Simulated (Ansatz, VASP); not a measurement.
InP: VASP beside Ansatz

```xyz
2
Lattice="0.0000 2.9994 2.9994 2.9994 0.0000 2.9994 2.9994 2.9994 0.0000" Properties=species:S:1:pos:R:3 pbc="T T T"
In    0.0000    0.0000    0.0000
P     4.4991    4.4991    4.4991
```

Alike in both runs: task single point; functional PBE; k mesh 10 × 10 × 10; occupations gaussian, width 0.05 eV; no spin polarisation.

|  | VASP | Ansatz |
| --- | --- | --- |
| version | VASP 6.6.1 | Ansatz 0.2.0 |
| potentials or method | VASP PAW PBE potentials, release 64 (In_d, P), cutoff 520 eV | scalar-relativistic, plane waves, PAW |
| valence electrons in the cell | 18 | 18 |

Ansatz gave:

```
gap on the k mesh at the Fermi level (eV) : 0.33
least direct gap on the mesh (eV)         : 0.33
pressure (GPa)                            : -1.1
```

Estimate VASP's values.

gap on the k mesh at the Fermi level (eV): 0.33; least direct gap on the mesh (eV): 0.33; pressure (GPa): -1.2.

The functional is the same, so the differences come from potentials, cutoffs and numerics.
